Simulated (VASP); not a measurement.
A run of VASP 6.6.1 is set up as follows.

File INCAR:

```
SYSTEM = PtSe2
  ALGO = Normal
  EDIFF = 1E-6
  ENCUT = 520
  GGA = PE
  ISIF = 2
  ISMEAR = 0
  LASPH = .TRUE.
  LCHARG = .FALSE.
  LREAL = .FALSE.
  LWAVE = .FALSE.
  NBANDS = 18
  NELM = 60
  PREC = Accurate
  SIGMA = 0.15
```

The input KPOINTS:

```
k-points
0
G
  12 12 10
  0 0 0
```

The input POSCAR:

```
PtSe2
1.0
    3.6681405955      0.0000000000      0.0000000000
   -1.8340702978      3.1767029404      0.0000000000
    0.0000000000      0.0000000000      4.9860700000
Pt Se
1 2
Direct
    0.0000000000      0.0000000000      0.0000000000
    0.3333333333      0.6666666667      0.2500000000
    0.6666666667      0.3333333333      0.7500000000
```

Potentials or basis: VASP PAW PBE potentials, release 64 (Pt, Se).

The run is started by

```bash
$ cat potpaw_PBE.64/Pt/POTCAR potpaw_PBE.64/Se/POTCAR > POTCAR
$ mpirun -np 1 vasp_std > vasp.out
```

Estimate the pressure.

14.7 GPa.

What does it give for the band gap on the k mesh?

Zero (band 11 reaches 7.59 eV, above the bottom of band 12 at 7.21 eV).

Predict the largest force.

1.203 eV/Å.

Forces on the atoms (eV/Å):
```
Pt   0.000  0.000  0.000
Se   0.000  0.000  1.203
Se   0.000  0.000 -1.203
```

Caveat: the cell differs from its parent crystal (strain -0.015 along x and y, -0.015 along z); spin-orbit coupling is left out, which moves the levels of the heavy elements; forces of over 1 eV/Å act on the atoms, so gaps and moduli don't describe the material at rest.
